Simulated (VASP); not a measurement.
# Cr (Pm-3m) in VASP: further runs

The runs below take Cr through single point, with PBEsol.

Everything below comes from runs of VASP 6.6.1. Logs are shortened: lines on timing, memory, paths and dates and some standing lists are left out, and cuts for length are marked.

**1. The cell of the first run**

It takes space group Pm-3m (No. 221, cubic). The conventional cell has a = 2.306 Å, b = 2.306 Å, c = 2.306 Å, α = 90.00°, β = 90.00°, γ = 90.00°. Within 3.0 Å of Cr (site symmetry m-3m) lie 6 Cr at 2.31 Å.

**2. Single point, PBEsol, collinear spin, ferromagnetic start**

Input file INCAR:

```
  PREC = Accurate
  ENCUT = 520
  EDIFF = 1E-6
  ISMEAR = -1
  SIGMA = 0.05
  LREAL = False
  LASPH = True
  NELM = 150
  ALGO = Normal
  ISIF = 2
  LWAVE = False
  LCHARG = True
  ISPIN = 2
  MAGMOM = 1.5
  LORBIT = 11
  LMAXMIX = 4
  GGA = PS
  LELF = True
  LVHAR = True
  NBANDS = 16
```

Input file KPOINTS:

```
regular mesh
0
Gamma
  22 22 22
```

Input file POSCAR:

```
Cr
1.0
    2.3057587454      0.0000000000      0.0000000000
    0.0000000000      2.3057587454      0.0000000000
    0.0000000000      0.0000000000      2.3057587454
Cr
1
Direct
    0.0000000000      0.0000000000      0.0000000000
```

Potentials or basis: VASP PAW PBE potentials, release 64 (Cr_pv).

On the command line:

```bash
$ cat potpaw_PBE.64/Cr_pv/POTCAR > POTCAR
$ mpirun -np 1 vasp_std > vasp.out
```

OUTCAR:

```text
PREC = Accurate
   ENCUT = 520
   EDIFF = 1E-6
   ISMEAR = -1
   LREAL = False
   LASPH = True
   NELM = 150
   ISIF = 2
   ISPIN = 2
   LORBIT = 11
   GGA = PS

 ion  position               nearest neighbor table
   1  0.000  0.000  0.000-

  LATTYP: Found a simple cubic cell.
 ALAT       =     2.3057587454

  Lattice vectors:

 A1 = (   2.3057587454,   0.0000000000,   0.0000000000)
 A2 = (   0.0000000000,   2.3057587454,   0.0000000000)
 A3 = (   0.0000000000,   0.0000000000,   2.3057587454)

Analysis of symmetry for initial positions (statically):
=====================================================================
 Subroutine PRICEL returns:
 Original cell was already a primitive cell.

 Routine SETGRP: Setting up the symmetry group for a
 simple cubic supercell.

 Subroutine GETGRP returns: Found 48 space group operations
 (whereof 48 operations were pure point group operations)
 out of a pool of 48 trial point group operations.

The static configuration has the point symmetry O_h .

Analysis of symmetry for dynamics (positions and initial velocities):
=====================================================================
 Subroutine PRICEL returns:
 Original cell was already a primitive cell.

 Routine SETGRP: Setting up the symmetry group for a
 simple cubic supercell.

 Subroutine GETGRP returns: Found 48 space group operations
 (whereof 48 operations were pure point group operations)
 out of a pool of 48 trial point group operations.

The dynamic configuration has the point symmetry O_h .

Analysis of structural, dynamic, and magnetic symmetry:
=====================================================================
 Subroutine PRICEL returns:
 Original cell was already a primitive cell.

 Routine SETGRP: Setting up the symmetry group for a
 simple cubic supercell.

 Subroutine GETGRP returns: Found 48 space group operations
 (whereof 48 operations were pure point group operations)
 out of a pool of 48 trial point group operations.

The overall configuration has the point symmetry O_h .

 Subroutine INISYM returns: Found 48 space group operations
 (whereof 48 operations are pure point group operations),
 and found     1 'primitive' translations

----------------------------------------------------------------------------------------

                                     Primitive cell

  volume of cell :      12.2586
[... 95 lines left out ...]
   POTIM  = 0.5000    time-step for ionic-motion
   TEBEG  =    0.0;   TEEND  =   0.0 temperature during run
   PSTRESS=    0.0 pullay stress
   NELECT =      12.0000    total number of electrons
   NUPDOWN=      -1.0000    fix difference up-down
   EMIN   =  10.00;   EMAX   =-10.00  energy-range for DOS
   EFERMI =   0.00;   METHOD = LEGACY
   ISMEAR =    -1;   SIGMA  =   0.05  broadening in eV -4-tet -1-fermi 0-gaus
   EFERMI_NEDOS =   21; number of points for ismear=-14 and -15
   IALGO  =     38    algorithm
   IMIX   =      4    mixing-type and parameters
     AMIX     =   0.40;   BMIX     =  1.00
     AMIX_MAG =   1.60;   BMIX_MAG =  1.00
  volume/ion in A,a.u.               =      12.26        82.73
  Fermi-wavevector in a.u.,A,eV,Ry     =   1.625504  3.071757 35.950175  2.642263
  Thomas-Fermi vector in A             =   2.718616
   LORBIT       =     11    0 simple, 1 ext, 2 COOP (PROOUT), +10 PAW based schemes
   GGA     = PS    functional components
   LHFCALC =     F    Hartree Fock is set to
   AEXX    =    0.0000 exact exchange contribution
   IVDW    =     0    specifies the selected vdW correction
   LEPSILON=     F    determine dielectric tensor
   LRPA    =     F    only Hartree local field effects (RPA)
 spin polarized calculation
  energy-cutoff  :      520.00
  volume of cell :       12.26
 maximum number of plane-waves:       341
 NGX is ok and might be reduce to    18
   NGX =  9   NGY =  9   NGZ =  9

 number of electron      11.9999990 magnetization      -0.0019489

 number of electron      11.9999990 magnetization       0.0002434

 Free energy of the ion-electron system (eV)
  ---------------------------------------------------
  ext. energy  EPLUGINS =         0.00000000
  ---------------------------------------------------
  free energy    TOTEN  =        -9.18764368 eV

  energy without entropy =       -9.17595506  energy(sigma->0) =       -9.18179937

 E-fermi :  10.0932     XC(G=0): -13.3612

 val. band max:       10.0904171424   @ k =   0.3636   0.2273   0.1364
 cond. band min:      10.0943541029   @ k =   0.5000   0.2727   0.2273
 fundamental gap:      0.0039369605
 Fermi energy:        10.0931640468

 spin component 1

 k-point     1 :       0.0000    0.0000    0.0000
  band No.  band energies     occupation
      1     -32.2387      1.00000
      2     -32.2387      1.00000
      3     -32.2387      1.00000
      4       2.5487      1.00000
      5       6.7330      1.00000
      6       6.7330      1.00000
[... 435 lines left out ...]
      5       6.9240      1.00000
      6       7.0725      1.00000
[... 8 lines left out ...]
     15      37.6297      0.00000
     16      41.6510      0.00000

 [... further k-points ...]

 spin component 2

 k-point     1 :       0.0000    0.0000    0.0000
  band No.  band energies     occupation
      1     -32.2385      1.00000
      2     -32.2385      1.00000
      3     -32.2385      1.00000
      4       2.5488      1.00000
      5       6.7332      1.00000
      6       6.7332      1.00000
[... 435 lines left out ...]
      5       6.9241      1.00000
      6       7.0726      1.00000
[... 8 lines left out ...]
     15      37.6298      0.00000
     16      41.6512      0.00000

 [... further k-points ...]
[... 5 lines left out ...]
  --------------------------------------------------------------------------------------
  -------------------------------------------------------------------------------------
  Total        0.0061780      0.0061780      0.0061780      0.0000000      0.0000000     -0.0000000
  in kB        0.8074561      0.8074561      0.8074561      0.0000000      0.0000000     -0.0000000
  external PRESSURE =       0.8074561 kB  Pullay stress =       0.0000000 kB

 VOLUME and BASIS-vectors are now :
 -----------------------------------------------------------------------------
  energy-cutoff  :      520.00
  volume of cell :       12.26
      direct lattice vectors                 reciprocal lattice vectors
     2.305758745  0.000000000  0.000000000     0.433696718  0.000000000  0.000000000
     0.000000000  2.305758745  0.000000000     0.000000000  0.433696718  0.000000000
     0.000000000  0.000000000  2.305758745     0.000000000  0.000000000  0.433696718

 POSITION                                       TOTAL-FORCE (eV/Angst)
 -----------------------------------------------------------------------------------
      0.00000      0.00000      0.00000         0.000000      0.000000      0.000000
 -----------------------------------------------------------------------------------
    total drift:                                0.000000      0.000000      0.000000

  FREE ENERGIE OF THE ION-ELECTRON SYSTEM (eV)
  ---------------------------------------------------
  free  energy   TOTEN  =        -9.1876436807 eV

  energy  without entropy=       -9.1759550566  energy(sigma->0) =       -9.18179937

 total charge

# of ion       s       p       d       tot
------------------------------------------
    1        0.444   6.319   4.402  11.165

 magnetization (x)

# of ion       s       p       d       tot
------------------------------------------
    1       -0.000   0.000   0.000   0.000
```

Run time: 63 s. Hardware: 1 thread of Intel Xeon Platinum 8375C at 2.90GHz (Ice Lake), shared host; peak memory 0.21 GiB.

Results:

```
Free energy                                           : -9.1876 eV
Pressure                                              : 0.1 GPa
Band gap on the k mesh                                : zero (filled and empty bands overlap)
Net moment                                            : 0.00 μB per cell
Valence electrons inside the program's atomic spheres : Cr 11.16
```

Levels at points of the mesh, in eV from the Fermi level:
Spin up:
| k point | band 3 | band 4 | band 5 | band 6 | band 7 | band 8 | band 9 | band 10 |
| --- | --- | --- | --- | --- | --- | --- | --- | --- |
| (0.00, 0.00, 0.00) | -42.33 | -7.54 | -3.36 | -3.36 | 2.59 | 2.59 | 2.59 | 7.53 |
| (0.50, 0.00, 0.00) | -42.23 | -3.19 | -2.55 | -0.70 | 0.49 | 0.49 | 2.78 | 7.52 |
| (0.50, 0.50, 0.00) | -42.13 | -4.86 | -1.75 | 0.95 | 0.95 | 3.99 | 6.41 | 6.41 |
| (0.50, 0.50, 0.50) | -43.18 | -3.15 | -3.15 | -3.15 | 4.11 | 4.11 | 7.53 | 11.21 |
Spin down:
| k point | band 2 | band 3 | band 4 | band 5 | band 6 | band 7 | band 8 | band 9 | band 10 | band 11 |
| --- | --- | --- | --- | --- | --- | --- | --- | --- | --- | --- |
| (0.00, 0.00, 0.00) | -42.33 | -42.33 | -7.54 | -3.36 | -3.36 | 2.59 | 2.59 | 2.59 | 7.53 | 20.08 |
| (0.50, 0.00, 0.00) | -42.23 | -42.23 | -3.19 | -2.55 | -0.70 | 0.49 | 0.49 | 2.78 | 7.52 | 7.71 |
| (0.50, 0.50, 0.00) | -43.33 | -42.13 | -4.86 | -1.75 | 0.95 | 0.95 | 3.99 | 6.41 | 6.41 | 7.53 |
| (0.50, 0.50, 0.50) | -43.18 | -43.18 | -3.15 | -3.15 | -3.15 | 4.11 | 4.11 | 7.53 | 11.21 | 14.62 |

Caveat: the starting moments collapsed, and a magnetic state may lie lower; the PAW data sets were made with another functional, which shifts forces and pressure a little.

**3. Single point, PBEsol**

Input file INCAR:

```
SYSTEM = Cr
PREC = Accurate
ENCUT = 520
EDIFF = 1E-6
ISMEAR = -1
SIGMA = 0.1
LREAL = .FALSE.
LASPH = .TRUE.
NELM = 80
ALGO = Normal
ISIF = 2
LWAVE = .FALSE.
LCHARG = .FALSE.
GGA = PS
NBANDS = 12
```

Input file KPOINTS:

```
regular mesh
0
G
  13 13 13
  0 0 0
```

Input file POSCAR:

```
Cr
1.0
    2.3069709391      0.0000000000      0.0000000000
    0.0000000000      2.3069709391      0.0000000000
    0.0000000000      0.0000000000      2.3069709391
Cr
1
Direct
    0.0000000000      0.0000000000      0.0000000000
```

Potentials or basis: VASP PAW PBE potentials, release 64 (Cr_pv).

On the command line:

```bash
$ cat potpaw_PBE.64/Cr_pv/POTCAR > POTCAR
$ mpirun -np 1 vasp_std > vasp.out
```

Wall time 5.6 s (1 thread of Intel Xeon 6975P-C, shared host); peak memory 0.13 GiB.

It converged, with:

```
Free energy            : -9.2143 eV
Pressure               : -0.2 GPa
Band gap on the k mesh : zero (band 6 reaches 11.12 eV, above the bottom of band 7 at 9.54 eV)
```

Levels at points of the mesh, in eV from the Fermi level:
```
           k point  band 4  band 5  band 6  band 7  band 8  band 9
(0.00, 0.00, 0.00)   -7.53   -3.35   -3.35    2.59    2.59    2.59
```

Caveat: the PAW data sets were made with another functional, which shifts forces and pressure a little; the run has no spin polarisation, though such a crystal can be magnetic. Spin polarisation is off, so any magnetic state and its effect on volume and gap are missing.

**4. Single point, PBEsol (volume scaled by 0.88)**

Input file INCAR:

```
ALGO = Normal
EDIFF = 1E-6
ENCUT = 520
GGA = PS
ISIF = 2
ISMEAR = -1
LASPH = True
LCHARG = False
LREAL = False
LWAVE = False
NBANDS = 12
NELM = 80
PREC = Accurate
SIGMA = 0.1
```

Input file KPOINTS:

```
k-points
0
Gamma
  15 15 15
```

Input file POSCAR:

```
Cr
1.0
    2.2107332735      0.0000000000      0.0000000000
    0.0000000000      2.2107332735      0.0000000000
    0.0000000000      0.0000000000      2.2107332735
Cr
1
Direct
    0.0000000000      0.0000000000      0.0000000000
```

On the command line:

```bash
$ cat potpaw_PBE.64/Cr_pv/POTCAR > POTCAR
$ mpirun -np 1 vasp_std > vasp.out
```

Run time: 3.6 s. Hardware: 1 thread of Intel Xeon 6975P-C, shared host; peak memory 0.12 GiB.

The run converged. Its results:

* Free energy: -9.0490 eV
* Pressure: 35.3 GPa
* Band gap on the k mesh: zero (band 6 reaches 13.10 eV, above the bottom of band 7 at 11.00 eV)

Levels at points of the mesh, in eV from the Fermi level:
| k point | band 4 | band 5 | band 6 | band 7 | band 8 | band 9 |
| --- | --- | --- | --- | --- | --- | --- |
| (0.00, 0.00, 0.00) | -7.97 | -3.95 | -3.95 | 3.08 | 3.08 | 3.08 |

Caveat: the PAW data sets were made with another functional, which shifts forces and pressure a little; the run has no spin polarisation, though such a crystal can be magnetic. Spin polarisation is off, so any magnetic state and its effect on volume and gap are missing.

**5. Single point, PBEsol (volume scaled by 0.92)**

Input file INCAR:

```
PREC     = Accurate       # precision mode
ENCUT    = 520            # plane-wave cutoff, eV
EDIFF    = 1E-6           # SCF threshold, eV
ISMEAR   = -1             # smearing method
SIGMA    = 0.1            # smearing width, eV
LREAL    = False          # projectors in reciprocal space
LASPH    = True           # aspherical terms in the spheres
NELM     = 60             # most SCF steps
ALGO     = Normal         # electronic algorithm
ISIF     = 2              # what is computed and relaxed
LWAVE    = False          # write WAVECAR
LCHARG   = False          # write CHGCAR
GGA      = PS             # functional
NBANDS   = 12             # bands
```

Input file KPOINTS:

```
Automatic mesh
0
Gamma
  15 15 15
```

Input file POSCAR:

```
Cr
1.0
    2.2437341578      0.0000000000      0.0000000000
    0.0000000000      2.2437341578      0.0000000000
    0.0000000000      0.0000000000      2.2437341578
Cr
1
Direct
    0.0000000000      0.0000000000      0.0000000000
```

On the command line:

```bash
$ cat potpaw_PBE.64/Cr_pv/POTCAR > POTCAR
$ mpirun -np 1 vasp_std > vasp.out
```

It took 6.8 s on 1 thread of Intel Xeon 6975P-C, shared host; peak memory 0.13 GiB.

It converged, with:

* Free energy: -9.1353 eV
* Pressure: 21.2 GPa
* Band gap on the k mesh: zero (band 6 reaches 12.38 eV, above the bottom of band 7 at 10.39 eV)

Levels at points of the mesh, in eV from the Fermi level:
| k point | band 2 | band 3 | band 4 | band 5 | band 6 | band 7 | band 8 | band 9 | band 10 | band 11 |
| --- | --- | --- | --- | --- | --- | --- | --- | --- | --- | --- |
| (0.00, 0.00, 0.00) | -42.19 | -42.19 | -7.81 | -3.72 | -3.72 | 2.91 | 2.91 | 2.91 | 7.63 | 21.18 |

Caveat: the PAW data sets were made with another functional, which shifts forces and pressure a little; the run has no spin polarisation, though such a crystal can be magnetic. Spin polarisation is off, so any magnetic state and its effect on volume and gap are missing.

**6. Overview**

| cell | k mesh | gap on the mesh (eV) | pressure (GPa) |
| --- | --- | --- | --- |
| a = 2.307 Å, 1 atom | 13 × 13 × 13 | none | -0.2 |
| a = 2.211 Å, 1 atom | 15 × 15 × 15 | none | 35.3 |
| a = 2.244 Å, 1 atom | 15 × 15 × 15 | none | 21.2 |

Alike in all rows: task single point; level PBEsol; potentials or basis VASP PAW PBE potentials, release 64 (Cr_pv); no spin polarisation; cutoff (eV) 520; smearing fermi-dirac 0.1 eV.

Caveats: the PAW data sets were made with another functional, which shifts forces and pressure a little; the run has no spin polarisation, though such a crystal can be magnetic.

Total energies depend on the potentials used, so only differences within one code and one set of settings carry meaning.
